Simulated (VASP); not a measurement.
TiO2, 6 atoms in the cell. The structure is tetragonal, space group P4_2/mnm (No. 136). Conventional cell: a = 4.689 Å, b = 4.689 Å, c = 2.919 Å, α = 90.00°, β = 90.00°, γ = 90.00°. Ti (site symmetry mmm) has 6 O at 1.95 to 2.03 Å within 2.6 Å. O (site symmetry m2m) has 3 Ti at 1.95 to 2.03 Å and 1 O at 2.57 Å within 2.6 Å.  This cell differs from its parent crystal: epitaxial xy strain +2.0%.

| Quantity | Value |
| --- | --- |
| Program | VASP 6.6.1 |
| Task | single point |
| Functional | HSE06 |
| Potentials or basis | VASP PAW PBE potentials, release 64 (Ti_sv, O) |
| Cutoff | 520 eV |
| k mesh | 4 × 4 × 6 |
| Occupations | gaussian, width 0.01 eV |
| Spin | no spin polarisation |
| Dipole correction | no |
| Grid for exact exchange (PRECFOCK) | Fast |
| Further INCAR settings | ALGO = Normal; EDIFF = 1e-07; NBANDS = 33 |
| Share of exact exchange | 0.25 |
| Screening parameter | 0.2079 1/Å |

Potentials or basis: VASP PAW PBE potentials, release 64 (Ti_sv, O).

Command:

```sh
$ cat potpaw_PBE.64/Ti_sv/POTCAR potpaw_PBE.64/O/POTCAR > POTCAR
$ cp INCAR.step1 INCAR
$ mpirun -np 4 vasp_std > vasp.out
$ cp INCAR.step2 INCAR
$ mpirun -np 4 vasp_std > vasp.out
```

Hardware: 4 MPI ranks on AMD EPYC 9R45 96-Core Processor (Zen 5), with other jobs on the host.

Q: How long does it take, and how much memory?

A: Wall time 17 min on 4 MPI ranks on AMD EPYC 9R45 96-Core Processor (Zen 5) (shared host), peak memory 0.29 GiB a rank. Counts: k points 24.
